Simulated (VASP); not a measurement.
# Ga2O3 (R-3c) in VASP: single point with LDA

Aim: the single point of Ga2O3 with LDA.

Everything below comes from runs of VASP 6.6.1. Logs are shortened: lines on timing, memory, paths and dates and some standing lists are left out, and cuts for length are marked.

## (1) The cell of the first run

The structure is trigonal, space group R-3c (No. 167). The conventional cell has a = 4.950 Å, b = 4.950 Å, c = 13.306 Å, α = 90.00°, β = 90.00°, γ = 120.00°. Ga (site symmetry 3) has 6 O at 1.91 to 2.06 Å within 2.5 Å. O (site symmetry 2) has 4 Ga at 1.91 to 2.06 Å and 4 O at 2.60 to 2.69 Å within 2.7 Å.

## (2) Single point, LDA

Contents of INCAR:

```
  PREC = Accurate
  ENCUT = 1340
  EDIFF = 1E-6
  ISMEAR = 0
  SIGMA = 0.01
  LREAL = F
  LASPH = T
  NELM = 120
  ALGO = Normal
  ISIF = 2
  LWAVE = F
  LCHARG = F
  NBANDS = 55
  GGA_COMPAT = F
```

Contents of KPOINTS:

```
Automatic mesh
0
Gamma
  5 5 5
```

Contents of POSCAR:

```
Ga2O3
1.0
    2.4749322685      1.4289028114      4.4354506247
   -2.4749322685      1.4289028114      4.4354506247
    0.0000000000     -2.8578056229      4.4354506247
Ga O
4 6
Direct
    0.8557614203      0.8557614203      0.8557614203
    0.6442385797      0.6442385797      0.6442385797
    0.1442385797      0.1442385797      0.1442385797
    0.3557614203      0.3557614203      0.3557614203
    0.7500000000      0.4472111533      0.0527888467
    0.4472111533      0.0527888467      0.7500000000
    0.0527888467      0.7500000000      0.4472111533
    0.2500000000      0.5527888467      0.9472111533
    0.9472111533      0.2500000000      0.5527888467
    0.5527888467      0.9472111533      0.2500000000
```

Potentials or basis: VASP PAW LDA potentials, release 64 (Ga_d, O_h).

Command:

```bash
cat potpaw_LDA.64/Ga_d/POTCAR potpaw_LDA.64/O_h/POTCAR > POTCAR
mpirun -np 1 vasp_std > vasp.out
```

OUTCAR:

```text
PREC = Accurate
   ENCUT = 1340
   EDIFF = 1E-6
   ISMEAR = 0
   LREAL = F
   LASPH = T
   NELM = 120
   ISIF = 2

 ion  position               nearest neighbor table
   1  0.856  0.856  0.856-   9 1.91  10 1.91   8 1.91   5 2.06   6 2.06   7 2.06   2 2.81   3 2.92
                             3 2.92   3 2.92
   2  0.644  0.644  0.644-   8 1.91  10 1.91   9 1.91   7 2.06   6 2.06   5 2.06   1 2.81   4 2.92
                             4 2.92   4 2.92
   3  0.144  0.144  0.144-   7 1.91   6 1.91   5 1.91   8 2.06  10 2.06   9 2.06   4 2.81   1 2.92
                             1 2.92   1 2.92
   4  0.356  0.356  0.356-   5 1.91   6 1.91   7 1.91   9 2.06  10 2.06   8 2.06   3 2.81   2 2.92
                             2 2.92   2 2.92
   5  0.750  0.447  0.053-   4 1.91   3 1.91   1 2.06   2 2.06
   6  0.447  0.053  0.750-   3 1.91   4 1.91   1 2.06   2 2.06
   7  0.053  0.750  0.447-   3 1.91   4 1.91   2 2.06   1 2.06
   8  0.250  0.553  0.947-   2 1.91   1 1.91   3 2.06   4 2.06
   9  0.947  0.250  0.553-   1 1.91   2 1.91   4 2.06   3 2.06
  10  0.553  0.947  0.250-   1 1.91   2 1.91   3 2.06   4 2.06

  LATTYP: Found a trigonal (rhomboedric) cell.
 ALAT       =     5.2763884639
 COS(alpha) =     0.5599691681

  Lattice vectors:

 A1 = (   2.4749322685,   1.4289028114,   4.4354506247)
 A2 = (  -2.4749322685,   1.4289028114,   4.4354506247)
 A3 = (   0.0000000000,  -2.8578056229,   4.4354506247)

Analysis of symmetry for initial positions (statically):
=====================================================================
 Subroutine PRICEL returns:
 Original cell was already a primitive cell.

 Routine SETGRP: Setting up the symmetry group for a
 trigonal (rhombohedral) supercell.

 Subroutine GETGRP returns: Found 12 space group operations
 (whereof  6 operations were pure point group operations)
 out of a pool of 12 trial point group operations.

The static configuration has the point symmetry S_6 .
 The point group associated with its full space group is D_3d.

Analysis of symmetry for dynamics (positions and initial velocities):
=====================================================================
 Subroutine PRICEL returns:
 Original cell was already a primitive cell.

 Routine SETGRP: Setting up the symmetry group for a
 trigonal (rhombohedral) supercell.

 Subroutine GETGRP returns: Found 12 space group operations
 (whereof  6 operations were pure point group operations)
 out of a pool of 12 trial point group operations.

The dynamic configuration has the point symmetry S_6 .
 The point group associated with its full space group is D_3d.

 Subroutine INISYM returns: Found 12 space group operations
[... 119 lines left out ...]
   NUPDOWN=      -1.0000    fix difference up-down
   EMIN   =  10.00;   EMAX   =-10.00  energy-range for DOS
   EFERMI =   0.00;   METHOD = LEGACY
   ISMEAR =     0;   SIGMA  =   0.01  broadening in eV -4-tet -1-fermi 0-gaus
   EFERMI_NEDOS =   21; number of points for ismear=-14 and -15
   IALGO  =     38    algorithm
   IMIX   =      4    mixing-type and parameters
     AMIX     =   0.40;   BMIX     =  1.00
     AMIX_MAG =   1.60;   BMIX_MAG =  1.00
  volume/ion in A,a.u.               =       9.41        63.51
  Fermi-wavevector in a.u.,A,eV,Ry     =   1.600850  3.025168 34.867945  2.562722
  Thomas-Fermi vector in A             =   2.697921
   LORBIT       =      0    0 simple, 1 ext, 2 COOP (PROOUT), +10 PAW based schemes
   GGA     = CA    functional components
   LHFCALC =     F    Hartree Fock is set to
   AEXX    =    0.0000 exact exchange contribution
   IVDW    =     0    specifies the selected vdW correction
   LEPSILON=     F    determine dielectric tensor
   LRPA    =     F    only Hartree local field effects (RPA)
 non-spin polarized calculation
 Gauss-broadening in eV      SIGMA  =   0.01
  energy-cutoff  :     1340.00
  volume of cell :       94.11
 maximum number of plane-waves:     10539
   NGX = 31   NGY = 31   NGZ = 31

 number of electron      88.0000002 magnetization

 Free energy of the ion-electron system (eV)
  ---------------------------------------------------
  ext. energy  EPLUGINS =         0.00000000
  ---------------------------------------------------
  free energy    TOTEN  =       -68.33215515 eV

  energy without entropy =      -68.33215515  energy(sigma->0) =      -68.33215515

 E-fermi :   5.0727     XC(G=0): -12.9038

 val. band max:        5.0289655897   @ k =  -0.2000   0.2000   0.0000
 cond. band min:       8.1025648769   @ k =   0.0000   0.0000   0.0000
 fundamental gap:      3.0735992871
 Fermi energy:         5.0726505811

 k-point     1 :       0.0000    0.0000    0.0000
  band No.  band energies     occupation
      1     -13.9737      2.00000
      2     -11.7973      2.00000
      3     -11.7973      2.00000
      4     -11.7414      2.00000
      5     -11.7226      2.00000
      6     -11.7226      2.00000
[... 1091 lines left out ...]
     54      17.4007      0.00000
     55      17.8961      0.00000

------------------------ aborting loop because EDIFF is reached ----------------------------------------

  FORCE on cell =-STRESS in cart. coord.  units (eV):
  Direction    XX          YY          ZZ          XY          YZ          ZX
  --------------------------------------------------------------------------------------
  -------------------------------------------------------------------------------------
  Total        1.1037587      1.1037587      0.8666242     -0.0000000     -0.0000000      0.0000000
  in kB       18.7901264     18.7901264     14.7532056     -0.0000000     -0.0000000      0.0000000
  external PRESSURE =      17.4444861 kB  Pullay stress =       0.0000000 kB

 VOLUME and BASIS-vectors are now :
 -----------------------------------------------------------------------------
  energy-cutoff  :     1340.00
  volume of cell :       94.11
      direct lattice vectors                 reciprocal lattice vectors
     2.474932268  1.428902811  4.435450625     0.202025731  0.116639610  0.075152078
    -2.474932268  1.428902811  4.435450625    -0.202025731  0.116639610  0.075152078
     0.000000000 -2.857805623  4.435450625     0.000000000 -0.233279220  0.075152078

 POSITION                                       TOTAL-FORCE (eV/Angst)
 -----------------------------------------------------------------------------------
      0.00000     -0.00000     11.38706        -0.000000      0.000000     -0.010439
      0.00000     -0.00000      8.57247        -0.000000     -0.000000      0.010439
      0.00000     -0.00000      1.91929        -0.000000     -0.000000      0.010439
      0.00000     -0.00000      4.73389        -0.000000      0.000000     -0.010439
      0.74938      1.55984      5.54431        -0.010714      0.018557     -0.000000
      0.97617     -1.42890      5.54431         0.021428      0.000000     -0.000000
     -1.72555     -0.13094      5.54431        -0.010714     -0.018557     -0.000000
     -0.74938     -1.55984      7.76204         0.010714     -0.018557     -0.000000
      1.72555      0.13094      7.76204         0.010714      0.018557     -0.000000
     -0.97617      1.42890      7.76204        -0.021428      0.000000     -0.000000
 -----------------------------------------------------------------------------------
    total drift:                               -0.000000     -0.000000      0.000000

  FREE ENERGIE OF THE ION-ELECTRON SYSTEM (eV)
  ---------------------------------------------------
  free  energy   TOTEN  =       -68.3321551472 eV

  energy  without entropy=      -68.3321551472  energy(sigma->0) =      -68.33215515
```

Wall time 6.3 min (1 thread of AMD EPYC 9R45 (Zen 5), shared host); peak memory 0.56 GiB.

What came out:

* Free energy: -68.3322 eV
* Pressure: 1.7 GPa
* Largest force: 0.021 eV/Å
* Band gap on the k mesh: 3.07 eV (least direct gap 3.34 eV)

Forces on the atoms (eV/Å):
```
Ga   0.000  0.000 -0.010
Ga   0.000  0.000  0.010
Ga   0.000  0.000  0.010
Ga   0.000  0.000 -0.010
O   -0.011  0.019  0.000
O    0.021  0.000  0.000
O   -0.011 -0.019  0.000
O    0.011 -0.019  0.000
O    0.011  0.019  0.000
O   -0.021  0.000  0.000
```

Stress tensor (GPa, compression positive):
```
1.88 0.00 0.00
0.00 1.88 0.00
0.00 0.00 1.48
```
